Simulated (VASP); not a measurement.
# La in VASP: further runs, part 2 of 2

VASP 6.6.1.

## Step 4: Single point, PBE

The input, INCAR:

```
PREC = Accurate
ENCUT = 520
EDIFF = 1E-6
ISMEAR = -1
SIGMA = 0.1
LREAL = F
LASPH = T
NELM = 100
ALGO = Normal
ISIF = 2
LWAVE = F
LCHARG = T
LDIPOL = T
IDIPOL = 3
DIPOL = 0.5 0.5 0.500
GGA = PE
LELF = T
LVHAR = T
LVACPOTAV = T
NBANDS = 30
```

The input, KPOINTS:

```
regular mesh
0
Gamma
  11 7 1
```

The input, POSCAR:

```
La
1.0
    3.7797227908      0.0000000000      0.0000000000
    0.0000000000      6.1030882614      0.0000000000
    0.0000000000      0.0000000000     20.3644000000
La
4
Direct
    0.0000000000      0.7500000000      0.4005820636
    0.5000000000      0.2500000000      0.4484112511
    0.5000000000      0.7500000000      0.5515887432
    0.0000000000      0.2500000000      0.5994179421
```

Potentials or basis: VASP PAW PBE potentials, release 64 (La).

The run is started by

```console
cat potpaw_PBE.64/La/POTCAR > POTCAR
mpirun -np 1 vasp_std > vasp.out
```

OUTCAR:

```text
PREC = Accurate
   ENCUT = 520
   EDIFF = 1E-6
   ISMEAR = -1
   LREAL = F
   LASPH = T
   NELM = 100
   ISIF = 2
   GGA = PE

 ion  position               nearest neighbor table
   1  0.000  0.750  0.401-   3 3.61   3 3.61
   2  0.500  0.250  0.448-   4 3.61   4 3.61
   3  0.500  0.750  0.552-   1 3.61   1 3.61
   4  0.000  0.250  0.599-   2 3.61   2 3.61

  LATTYP: Found a simple orthorhombic cell.
 ALAT       =     3.7797227908
 B/A-ratio  =     1.6146920288
 C/A-ratio  =     5.3878025260

  Lattice vectors:

 A1 = (   3.7797227908,   0.0000000000,   0.0000000000)
 A2 = (   0.0000000000,   6.1030882614,   0.0000000000)
 A3 = (   0.0000000000,   0.0000000000,  20.3644000000)

Analysis of symmetry for initial positions (statically):
=====================================================================
 Subroutine PRICEL returns:
 Original cell was already a primitive cell.

 Routine SETGRP: Setting up the symmetry group for a
 simple orthorhombic supercell.

 Subroutine GETGRP returns: Found  8 space group operations
 (whereof  4 operations were pure point group operations)
 out of a pool of  8 trial point group operations.

The static configuration has the point symmetry C_2h.
 The point group associated with its full space group is D_2h.

Analysis of symmetry for dynamics (positions and initial velocities):
=====================================================================
 Subroutine PRICEL returns:
 Original cell was already a primitive cell.

 Routine SETGRP: Setting up the symmetry group for a
 simple orthorhombic supercell.

 Subroutine GETGRP returns: Found  8 space group operations
 (whereof  4 operations were pure point group operations)
 out of a pool of  8 trial point group operations.

The dynamic configuration has the point symmetry C_2h.
 The point group associated with its full space group is D_2h.
[... 121 lines left out ...]
     AMIX     =   0.40;   BMIX     =  1.00
     AMIX_MAG =   1.60;   BMIX_MAG =  1.00
  volume/ion in A,a.u.               =     117.44       792.53
  Fermi-wavevector in a.u.,A,eV,Ry     =   0.743473  1.404961  7.520653  0.552752
  Thomas-Fermi vector in A             =   1.838597
   LORBIT       =      0    0 simple, 1 ext, 2 COOP (PROOUT), +10 PAW based schemes
   GGA     = PE    functional components
   LHFCALC =     F    Hartree Fock is set to
   AEXX    =    0.0000 exact exchange contribution
   IVDW    =     0    specifies the selected vdW correction
   LEPSILON=     F    determine dielectric tensor
   LRPA    =     F    only Hartree local field effects (RPA)
 non-spin polarized calculation
  energy-cutoff  :      520.00
  volume of cell :      469.77
 maximum number of plane-waves:     12686
   NGX = 15   NGY = 23   NGZ = 75

 dipolmoment           0.000000      0.000000     -0.000000 electrons x Angstroem

 number of electron      43.9999999 magnetization

 dipolmoment           0.000000      0.000000      0.000001 electrons x Angstroem

 Free energy of the ion-electron system (eV)
  ---------------------------------------------------
  ext. energy  EPLUGINS =         0.00000000
  ---------------------------------------------------
  free energy    TOTEN  =       -17.48106326 eV

  energy without entropy =      -17.21565337  energy(sigma->0) =      -17.34835831

 E-fermi :   0.5619     XC(G=0):  -3.9374

 val. band max:        0.5498535419   @ k =   0.2727   0.0000   0.0000
 cond. band min:       0.5706948208   @ k =   0.4545   0.0000   0.0000
 fundamental gap:      0.0208412789
 Fermi energy:         0.5618664510

 k-point     1 :       0.0000    0.0000    0.0000
  band No.  band energies     occupation
      1     -32.6507      2.00000
      2     -32.6191      2.00000
      3     -32.2088      2.00000
      4     -32.1679      2.00000
      5     -16.8157      2.00000
      6     -16.6607      2.00000
[... 781 lines left out ...]
     29       1.9047      0.00000
     30       1.9233      0.00000

------------------------ aborting loop because EDIFF is reached ----------------------------------------

  FORCE on cell =-STRESS in cart. coord.  units (eV):
  Direction    XX          YY          ZZ          XY          YZ          ZX
  --------------------------------------------------------------------------------------
  -------------------------------------------------------------------------------------
  Total       -1.0701916     -1.4314134      0.0256522      0.0000000      0.0000000      0.0000000
  in kB       -3.6499836     -4.8819626      0.0874892      0.0000000      0.0000000      0.0000000
  external PRESSURE =      -2.8148190 kB  Pullay stress =       0.0000000 kB

 VOLUME and BASIS-vectors are now :
 -----------------------------------------------------------------------------
  energy-cutoff  :      520.00
  volume of cell :      469.77
      direct lattice vectors                 reciprocal lattice vectors
     3.779722791  0.000000000  0.000000000     0.264569667  0.000000000  0.000000000
     0.000000000  6.103088261  0.000000000     0.000000000  0.163851473  0.000000000
     0.000000000  0.000000000 20.364400000     0.000000000  0.000000000  0.049105301

 POSITION                                       TOTAL-FORCE (eV/Angst)
 -----------------------------------------------------------------------------------
      0.00000      4.57732      8.15761         0.000000     -0.000000     -0.010157
      1.88986      1.52577      9.13163         0.000000     -0.000000     -0.005910
      1.88986      4.57732     11.23277        -0.000000      0.000000      0.005910
      0.00000      1.52577     12.20679        -0.000000     -0.000000      0.010157
 -----------------------------------------------------------------------------------
    total drift:                               -0.000000     -0.000000      0.000244

  FREE ENERGIE OF THE ION-ELECTRON SYSTEM (eV)
  ---------------------------------------------------
  free  energy   TOTEN  =       -17.4810632570 eV

  energy  without entropy=      -17.2156533664  energy(sigma->0) =      -17.34835831

 vacuum level on the upper side and lower side of the slab         3.558         3.558
```

OSZICAR:

```text
N       E                     dE             d eps       ncg     rms          rms(c)
DAV:   1     0.696589765894E+03    0.69659E+03   -0.14485E+04  1440   0.137E+03
DAV:   2     0.280289550047E+03   -0.41630E+03   -0.40338E+03  1902   0.332E+02
DAV:   3     0.264607889727E+02   -0.25383E+03   -0.25117E+03  2176   0.266E+02
[... 16 lines left out ...]
DAV:  20    -0.174810210962E+02   -0.58385E-04   -0.36189E-06  1608   0.143E-02    0.193E-03
DAV:  21    -0.174810530078E+02   -0.31912E-04   -0.20823E-06  1400   0.132E-02    0.811E-04
DAV:  22    -0.174810590678E+02   -0.60600E-05   -0.70925E-07  1376   0.640E-03    0.364E-04
DAV:  23    -0.174810629173E+02   -0.38494E-05   -0.56429E-07  1328   0.689E-03    0.214E-04
DAV:  24    -0.174810632570E+02   -0.33976E-06   -0.20351E-07  1232   0.448E-03
   1 F= -.17481063E+02 E0= -.17348358E+02  d E =-.265410E+00
```

stdout:

```text
POSCAR found type information on POSCAR La
 POSCAR found :  1 types and       4 ions
 scaLAPACK will be used
 LDA part: xc-table for (Slater+PW92), standard interpolation
 POSCAR, INCAR and KPOINTS ok, starting setup
 FFT: planning ... GRIDC
 FFT: planning ... GRID_SOFT
 FFT: planning ... GRID
 WAVECAR not read
 entering main loop
 -----------------------------------------------------------------------------
|                                                                             |
|           W    W    AA    RRRRR   N    N  II  N    N   GGGG   !!!           |
|           W    W   A  A   R    R  NN   N  II  NN   N  G    G  !!!           |
|           W    W  A    A  R    R  N N  N  II  N N  N  G       !!!           |
|           W WW W  AAAAAA  RRRRR   N  N N  II  N  N N  G  GGG   !            |
|           WW  WW  A    A  R   R   N   NN  II  N   NN  G    G                |
|           W    W  A    A  R    R  N    N  II  N    N   GGGG   !!!           |
|                                                                             |
|     Did not find any points to average over, which means that no vacuum     |
|     field-free region was found. Please increase the size of  your cell     |
|     in the dimension of the dipole correction to obtain accurate            |
|     workfunction values.                                                    |
|                                                                             |
 -----------------------------------------------------------------------------
```

Wall time 7.5 min (1 thread of AMD EPYC 9R45 (Zen 5), shared host); peak memory 0.63 GiB.

What came out:

- Free energy: -17.4811 eV
- Largest force: 0.010 eV/Å
- Band gap on the k mesh: zero (bands 22 and 23 overlap by 0.29 eV)

Forces in eV/Å, atoms in the order of the input:
```
La   0.000  0.000 -0.010
La   0.000  0.000 -0.006
La   0.000  0.000  0.006
La   0.000  0.000  0.010
```

Levels at points of the mesh, in eV from the Fermi level:
| k point | band 20 | band 21 | band 22 | band 23 | band 24 | band 25 |
| --- | --- | --- | --- | --- | --- | --- |
| (0.00, 0.00, 0.00) | -1.24 | -0.67 | 0.11 | 0.53 | 0.78 | 0.90 |

Caveat: spin-orbit coupling is left out, which moves the levels of the heavy elements.

The gap in the log of VASP goes by the Fermi energy; the results here count the filled bands.